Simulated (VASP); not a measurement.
# GaRe2Sb3 (P-3m1) in VASP: a series of runs

The runs below take GaRe2Sb3 through single point, relaxation of cell and atoms, with PBE.

All numbers are computed with VASP 6.6.1; they aren't measurements. Logs are shortened: lines on timing, memory, paths and dates and some standing lists are left out, and cuts for length are marked.

### Step 1. The cell of the first run

Symmetry: P-3m1, No. 164, trigonal system. Conventional cell: a = 4.550 Å, b = 4.550 Å, c = 7.450 Å, α = 90.00°, β = 90.00°, γ = 120.00°. Ga (site symmetry -3m) has 8 Sb at 3.12 to 3.72 Å and 6 Re at 4.00 Å within 4.1 Å. Within 3.6 Å of Re (site symmetry 3m) lie 7 Sb at 2.72 to 2.94 Å and 3 Re at 2.98 Å. Sb (site symmetry -3m) has 6 Re at 2.72 Å and 6 Sb at 3.32 Å and 2 Ga at 3.72 Å within 3.8 Å. Sb (site symmetry 3m) has 4 Re at 2.75 to 2.94 Å and 3 Ga at 3.12 Å and 3 Sb at 3.32 Å within 3.6 Å.

The cell was generated, and may not be a known phase.

### Step 2. Single point, PBE

INCAR reads:

```
  PREC = Accurate
  ENCUT = 520
  EDIFF = 1E-6
  ISMEAR = 0
  SIGMA = 0.1
  LREAL = False
  LASPH = True
  NELM = 80
  ALGO = Normal
  ISIF = 2
  LWAVE = False
  LCHARG = False
  GGA = PE
  NBANDS = 30
```

KPOINTS reads:

```
Automatic mesh
0
Gamma
  6 6 2
```

POSCAR reads:

```
GaRe2Sb3
1.0
    4.5496099468      0.0000000000      0.0000000000
   -2.2748049734      3.9400777912      0.0000000000
    0.0000000000      0.0000000000      7.4497505164
Ga Re Sb
1 2 3
Direct
    0.0000000000      0.0000000000      0.5000000000
    0.6666666667      0.3333333333      0.0949082912
    0.3333333333      0.6666666667      0.9050917088
    0.0000000000      0.0000000000      0.0000000000
    0.6666666667      0.3333333333      0.7264270132
    0.3333333333      0.6666666667      0.2735729868
```

Potentials or basis: VASP PAW PBE potentials, release 64 (Ga_d, Re, Sb).

On the command line:

```
cat potpaw_PBE.64/Ga_d/POTCAR potpaw_PBE.64/Re/POTCAR potpaw_PBE.64/Sb/POTCAR > POTCAR
mpirun -np 1 vasp_std > vasp.out
```

OUTCAR:

```text
PREC = Accurate
   ENCUT = 520
   EDIFF = 1E-6
   ISMEAR = 0
   LREAL = False
   LASPH = True
   NELM = 80
   ISIF = 2
   GGA = PE

 ion  position               nearest neighbor table
   1  0.000  0.000  0.500-   5 3.12   6 3.12   6 3.12   5 3.12   5 3.12   6 3.12
   2  0.667  0.333  0.095-   4 2.72   4 2.72   4 2.72   5 2.75   6 2.94   6 2.94   6 2.94   3 2.98
                             3 2.98   3 2.98
   3  0.333  0.667  0.905-   4 2.72   4 2.72   4 2.72   6 2.75   5 2.94   5 2.94   5 2.94   2 2.98
                             2 2.98   2 2.98
   4  0.000  0.000  0.000-   2 2.72   3 2.72   3 2.72   2 2.72   2 2.72   3 2.72   5 3.32   6 3.32
                             5 3.32   6 3.32   5 3.32   6 3.32
   5  0.667  0.333  0.726-   2 2.75   3 2.94   3 2.94   3 2.94   1 3.12   1 3.12   1 3.12   4 3.32
                             4 3.32   4 3.32
   6  0.333  0.667  0.274-   3 2.75   2 2.94   2 2.94   2 2.94   1 3.12   1 3.12   1 3.12   4 3.32
                             4 3.32   4 3.32

  LATTYP: Found a hexagonal cell.
 ALAT       =     4.5496099468
 C/A-ratio  =     1.6374481776

  Lattice vectors:

 A1 = (   4.5496099468,   0.0000000000,   0.0000000000)
 A2 = (  -2.2748049734,   3.9400777912,   0.0000000000)
 A3 = (   0.0000000000,   0.0000000000,   7.4497505164)

Analysis of symmetry for initial positions (statically):
=====================================================================
 Subroutine PRICEL returns:
 Original cell was already a primitive cell.

 Routine SETGRP: Setting up the symmetry group for a
 hexagonal supercell.

 Subroutine GETGRP returns: Found 12 space group operations
 (whereof 12 operations were pure point group operations)
 out of a pool of 24 trial point group operations.

The static configuration has the point symmetry D_3d.

Analysis of symmetry for dynamics (positions and initial velocities):
=====================================================================
 Subroutine PRICEL returns:
 Original cell was already a primitive cell.

 Routine SETGRP: Setting up the symmetry group for a
 hexagonal supercell.

 Subroutine GETGRP returns: Found 12 space group operations
 (whereof 12 operations were pure point group operations)
 out of a pool of 24 trial point group operations.

The dynamic configuration has the point symmetry D_3d.

 Subroutine INISYM returns: Found 12 space group operations
 (whereof 12 operations are pure point group operations),
 and found     1 'primitive' translations

----------------------------------------------------------------------------------------
[... 95 lines left out ...]
   NFREE  =      0    steps in history (QN), initial steepest desc. (CG)
   ISIF   =      2    stress and relaxation
   ISYM   =      2    0-nonsym 1-usesym 2-fastsym
   POTIM  = 0.5000    time-step for ionic-motion
   TEBEG  =    0.0;   TEEND  =   0.0 temperature during run
   PSTRESS=    0.0 pullay stress
   NELECT =      42.0000    total number of electrons
   NUPDOWN=      -1.0000    fix difference up-down
   EMIN   =  10.00;   EMAX   =-10.00  energy-range for DOS
   EFERMI =   0.00;   METHOD = LEGACY
   ISMEAR =     0;   SIGMA  =   0.10  broadening in eV -4-tet -1-fermi 0-gaus
   EFERMI_NEDOS =   21; number of points for ismear=-14 and -15
   IALGO  =     38    algorithm
   IMIX   =      4    mixing-type and parameters
     AMIX     =   0.40;   BMIX     =  1.00
     AMIX_MAG =   1.60;   BMIX_MAG =  1.00
  volume/ion in A,a.u.               =      22.26       150.20
  Fermi-wavevector in a.u.,A,eV,Ry     =   1.113314  2.103859 16.863989  1.239468
  Thomas-Fermi vector in A             =   2.249898
   LORBIT       =      0    0 simple, 1 ext, 2 COOP (PROOUT), +10 PAW based schemes
   GGA     = PE    functional components
   LHFCALC =     F    Hartree Fock is set to
   AEXX    =    0.0000 exact exchange contribution
   IVDW    =     0    specifies the selected vdW correction
   LEPSILON=     F    determine dielectric tensor
   LRPA    =     F    only Hartree local field effects (RPA)
 non-spin polarized calculation
 Gauss-broadening in eV      SIGMA  =   0.10
  energy-cutoff  :      520.00
  volume of cell :      133.54
 maximum number of plane-waves:      3657
 NGX is ok and might be reduce to    36
   NGX = 17   NGY = 17   NGZ = 27

 number of electron      41.9999994 magnetization

 Free energy of the ion-electron system (eV)
  ---------------------------------------------------
  ext. energy  EPLUGINS =         0.00000000
  ---------------------------------------------------
  free energy    TOTEN  =       -37.20344382 eV

  energy without entropy =      -37.17722091  energy(sigma->0) =      -37.19033237

 E-fermi :   7.5129     XC(G=0): -10.8723

 val. band max:        7.5040993523   @ k =   0.5000   0.0000   0.5000
 cond. band min:       7.5180770223   @ k =   0.3333  -0.0000   0.5000
 fundamental gap:      0.0139776700
 Fermi energy:         7.5129357870

 k-point     1 :       0.0000    0.0000    0.0000
  band No.  band energies     occupation
      1      -7.4538      2.00000
      2      -7.4538      2.00000
      3      -7.4339      2.00000
      4      -7.4317      2.00000
      5      -7.4317      2.00000
      6      -5.3102      2.00000
[... 451 lines left out ...]
     29      12.0360      0.00000
     30      12.9423      0.00000

------------------------ aborting loop because EDIFF is reached ----------------------------------------

  FORCE on cell =-STRESS in cart. coord.  units (eV):
  Direction    XX          YY          ZZ          XY          YZ          ZX
  --------------------------------------------------------------------------------------
  -------------------------------------------------------------------------------------
  Total       -0.0335027     -0.0335027     -0.0062548      0.0000000     -0.0000000      0.0000000
  in kB       -0.4019477     -0.4019477     -0.0750420      0.0000000     -0.0000000      0.0000000
  external PRESSURE =      -0.2929791 kB  Pullay stress =       0.0000000 kB

 VOLUME and BASIS-vectors are now :
 -----------------------------------------------------------------------------
  energy-cutoff  :      520.00
  volume of cell :      133.54
      direct lattice vectors                 reciprocal lattice vectors
     4.549609947  0.000000000  0.000000000     0.219799062  0.126901048  0.000000000
    -2.274804973  3.940077791  0.000000000     0.000000000  0.253802096  0.000000000
     0.000000000  0.000000000  7.449750516     0.000000000  0.000000000  0.134232683

 POSITION                                       TOTAL-FORCE (eV/Angst)
 -----------------------------------------------------------------------------------
      0.00000      0.00000      3.72488         0.000000      0.000000      0.000000
      2.27480      1.31336      0.70704        -0.000000      0.000000      0.035578
     -0.00000      2.62672      6.74271         0.000000     -0.000000     -0.035578
      0.00000      0.00000      0.00000         0.000000      0.000000      0.000000
      2.27480      1.31336      5.41170         0.000000      0.000000      0.007048
     -0.00000      2.62672      2.03805         0.000000     -0.000000     -0.007048
 -----------------------------------------------------------------------------------
    total drift:                                0.000000     -0.000000      0.000000

  FREE ENERGIE OF THE ION-ELECTRON SYSTEM (eV)
  ---------------------------------------------------
  free  energy   TOTEN  =       -37.2034438224 eV

  energy  without entropy=      -37.1772209106  energy(sigma->0) =      -37.19033237
```

Wall time 85 s (1 thread of Oxide Virtual Turin-like, shared host); peak memory 0.24 GiB.

What came out:

```yaml
Free_energy: -37.2034 eV
Pressure: 0.0 GPa
Largest_force: 0.036 eV/Å
Band_gap_on_the_k_mesh: zero (bands 21 and 22 overlap by 0.81 eV)
```

Forces on the atoms (eV/Å):
```
Ga   0.000  0.000  0.000
Re   0.000  0.000  0.036
Re   0.000  0.000 -0.036
Sb   0.000  0.000  0.000
Sb   0.000  0.000  0.007
Sb   0.000  0.000 -0.007
```

Caveat: the k points lie up to 0.42 Å⁻¹ apart, too coarse for converged energies and pressures of a metal; spin-orbit coupling is left out, which moves the levels of the heavy elements.

### Step 3. Single point, PBE

This run uses another cell than the first one, of 22.71 Å³/atom.

INCAR reads:

```
PREC = Accurate ; ENCUT = 520
EDIFF = 1E-6 ; ISMEAR = 0
SIGMA = 0.1 ; LREAL = F
LASPH = T ; NELM = 100
ALGO = Fast ; ISIF = 2
LWAVE = F ; LCHARG = F
GGA = PE ; NBANDS = 30
```

KPOINTS reads:

```
regular mesh
0
Gamma
  6 6 2
```

POSCAR reads:

```
GaRe2Sb3
1.0
    4.5521425200      0.0000000000      0.0000000000
   -2.2760712600      3.9422710700      0.0000000000
    0.0000000000      0.0000000000      7.5916200300
Ga Re Sb
1 2 3
Direct
    0.0000000000      0.0000000000      0.5000000000
    0.6666666700      0.3333333300      0.2012390000
    0.3333333300      0.6666666700      0.7987610000
    0.0000000000      0.0000000000      0.0000000000
    0.6666666700      0.3333333300      0.8357330000
    0.3333333300      0.6666666700      0.1642670000
```

Potentials or basis: VASP PAW PBE potentials, release 64 (Ga_d, Re, Sb).

On the command line:

```
cat potpaw_PBE.64/Ga_d/POTCAR potpaw_PBE.64/Re/POTCAR potpaw_PBE.64/Sb/POTCAR > POTCAR
mpirun -np 1 vasp_std > vasp.out
```

Run time: 2.9 min. Hardware: 1 thread of Oxide Virtual Turin-like, shared host; peak memory 0.25 GiB.

It converged, with:

| Property | Result |
| --- | --- |
| Free energy | -33.0576 eV |
| Pressure | 8.1 GPa |
| Largest force | 1.834 eV/Å |
| Band gap on the k mesh | zero (bands 21 and 22 overlap by 1.44 eV) |

Forces in eV/Å, atoms in the order of the input:
```
Ga   0.000  0.000  0.000
Re   0.000  0.000  0.393
Re   0.000  0.000 -0.393
Sb   0.000  0.000  0.000
Sb   0.000  0.000 -1.834
Sb   0.000  0.000  1.834
```

Stress tensor (GPa, compression positive):
```
12.24  0.00  0.00
 0.00 12.24  0.00
 0.00  0.00 -0.30
```

Levels at points of the mesh, in eV from the Fermi level:
```csv
k point,band 19,band 20,band 21,band 22,band 23,band 24
"(0.00, 0.00, 0.00)",-1.27,-0.55,1.26,1.26,1.77,1.91
"(0.50, 0.00, 0.00)",-0.93,-0.50,-0.32,0.00,0.09,0.90
"(0.00, 0.00, 0.50)",-1.17,-0.52,0.05,1.11,1.11,1.66
"(0.50, 0.00, 0.50)",-0.85,-0.29,-0.24,-0.18,0.60,0.97
```

Caveat: the k points lie up to 0.41 Å⁻¹ apart, too coarse for converged energies and pressures of a metal; spin-orbit coupling is left out, which moves the levels of the heavy elements; forces of over 1 eV/Å act on the atoms, so gaps and moduli don't describe the material at rest.

### Step 4. Single point, PBE

INCAR reads:

```
SYSTEM = GaRe2Sb3
ALGO = Normal
EDIFF = 1E-7
ENCUT = 520
GGA = PE
ISIF = 2
ISMEAR = 0
LASPH = .True.
LCHARG = .False.
LREAL = .False.
LWAVE = .False.
NBANDS = 30
NELM = 80
PREC = Accurate
SIGMA = 0.1
```

KPOINTS reads:

```
k-points
0
Gamma
  6 6 4
  0 0 0
```

POSCAR reads:

```
GaRe2Sb3
1.0
    4.5520867164      0.0000000000      0.0000000000
   -2.2760433582      3.9422227366      0.0000000000
    0.0000000000      0.0000000000      7.4421072444
Ga Re Sb
1 2 3
Direct
    0.0000000000      0.0000000000      0.5000000000
    0.6666666667      0.3333333333      0.0942275804
    0.3333333333      0.6666666667      0.9057724196
    0.0000000000      0.0000000000      0.0000000000
    0.6666666667      0.3333333333      0.7258629351
    0.3333333333      0.6666666667      0.2741370649
```

On the command line:

```
cat potpaw_PBE.64/Ga_d/POTCAR potpaw_PBE.64/Re/POTCAR potpaw_PBE.64/Sb/POTCAR > POTCAR
mpirun -np 1 vasp_std > vasp.out
```

Run time: 2.5 min. Hardware: 1 thread of Oxide Virtual Turin-like, shared host; peak memory 0.28 GiB.

It converged, with:

```
Free energy            : -37.2143 eV
Pressure               : -0.1 GPa
Largest force          : 0.027 eV/Å
Band gap on the k mesh : zero (bands 21 and 22 overlap by 1.04 eV)
```

Forces in eV/Å, atoms in the order of the input:
```
Ga   0.000  0.000  0.000
Re   0.000  0.000  0.027
Re   0.000  0.000 -0.027
Sb   0.000  0.000  0.000
Sb   0.000  0.000  0.010
Sb   0.000  0.000 -0.010
```

Levels at points of the mesh, in eV from the Fermi level:
```tsv
k point	band 19	band 20	band 21	band 22	band 23	band 24
(0.00, 0.00, 0.00)	-1.05	-0.21	0.37	0.37	1.24	1.63
(0.50, 0.00, 0.00)	-1.23	-0.89	-0.39	-0.24	0.50	1.54
(0.00, 0.00, 0.50)	-1.21	-0.79	0.49	1.00	1.00	1.34
(0.50, 0.00, 0.50)	-1.57	-0.90	-0.56	-0.01	0.59	0.96
```

Caveat: spin-orbit coupling is left out, which moves the levels of the heavy elements.

(Part 1 of 2 ends here.)

The gap in the log of VASP goes by the Fermi energy; the results here count the filled bands.